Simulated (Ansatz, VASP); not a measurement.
**Two plane-wave programs on GdO**

The input POSCAR:

```
GdO
1.0
    0.0000000000      2.6448824935      2.6448824935
    2.6448824935      0.0000000000      2.6448824935
    2.6448824935      2.6448824935      0.0000000000
Gd O
1 1
Direct
    0.0000000000      0.0000000000      0.0000000000
    0.7500000000      0.7500000000      0.7500000000
```

File INCAR.step1:

```
SYSTEM = GdO
PREC     = Accurate       ! precision mode
ENCUT    = 520            ! plane-wave cutoff, eV
ISMEAR   = -1             ! smearing method
SIGMA    = 0.05           ! smearing width, eV
LREAL    = .False.        ! projectors in reciprocal space
LASPH    = .True.         ! aspherical terms in the spheres
NELM     = 150            ! most SCF steps
ISPIN    = 2              ! spin polarisation
MAGMOM   = 7 0            ! initial moments
LMAXMIX  = 6              ! l up to which the mixer works
NBANDS   = 23             ! bands
GGA      = PE             ! functional
ALGO     = Normal         ! electronic algorithm
EDIFF    = 1E-4           ! SCF threshold, eV
LWAVE    = .True.         ! write WAVECAR
LCHARG   = .False.        ! write CHGCAR
```

File INCAR.step2:

```
SYSTEM = GdO
PREC     = Accurate       ! precision mode
ENCUT    = 520            ! plane-wave cutoff, eV
EDIFF    = 1E-7           ! SCF threshold, eV
ISMEAR   = -1             ! smearing method
SIGMA    = 0.05           ! smearing width, eV
LREAL    = .False.        ! projectors in reciprocal space
LASPH    = .True.         ! aspherical terms in the spheres
NELM     = 150            ! most SCF steps
ALGO     = Normal         ! electronic algorithm
ISIF     = 2              ! what is computed and relaxed
LWAVE    = .False.        ! write WAVECAR
LCHARG   = .False.        ! write CHGCAR
ISPIN    = 2              ! spin polarisation
MAGMOM   = 7 0            ! initial moments
LORBIT   = 11             ! projections on sites
LMAXMIX  = 6              ! l up to which the mixer works
METAGGA  = R2SCAN         ! meta-GGA
LMIXTAU  = .True.       
NBANDS   = 23             ! bands
ISTART   = 1
```

Contents of KPOINTS:

```
Automatic mesh
0
Gamma
  9 9 9
  0 0 0
```

input.yaml

```yaml
crystal:
  lattice:
    - [0.0, 2.6448824935, 2.6448824935]
    - [2.6448824935, 0.0, 2.6448824935]
    - [2.6448824935, 2.6448824935, 0.0]
  atoms:
    - { symbol: Gd, position: [0.0, 0.0, 0.0], spin: 7.0 }
    - { symbol: O, position: [0.75, 0.75, 0.75] }
hamiltonian:
  xc: r2scan
  pseudopotentials: { kind: paw }
magnetization:
  spin_polarized: true
kpoints:
  mp_grid: { grid: [9, 9, 9] }
scf:
  occupations: { method: fermi_dirac, width: 0.05 }
output:
  forces: true
  stress: true
  eigenvalues: true
```

Alike in both runs: task single point; functional r2SCAN; k mesh 9 × 9 × 9; occupations fermi-dirac, width 0.05 eV; collinear spin.

```csv
,VASP,Ansatz
version,VASP 6.6.1,Ansatz 0.2.0
potentials or method,"VASP PAW PBE potentials, release 64 (Gd, O)",Ansatz PAW
plane-wave cutoff (eV),520,500
valence electrons in the cell,24,24
```

Ansatz gave:

- gap on the k mesh at the Fermi level (eV): none
- pressure (GPa): 4.7
- net moment per atom (μB): 3.97
- size of the moment on the site where the two differ most (μB): 0.04

Q: What did VASP give for the same quantities?

A: gap on the k mesh at the Fermi level (eV): none; pressure (GPa): 4.7; net moment per atom (μB): 3.97; size of the moment on the site where the two differ most (μB): 0.03.

VASP's potentials were made for PBE, not for r2SCAN. Site moments also hang on the region over which each program counts them. A gap of «none» marks a metal or a gap that the smearing closes.

Spin-orbit coupling is off throughout. Noted on Ansatz's run: the magnetic or orbital state may not be the lowest.
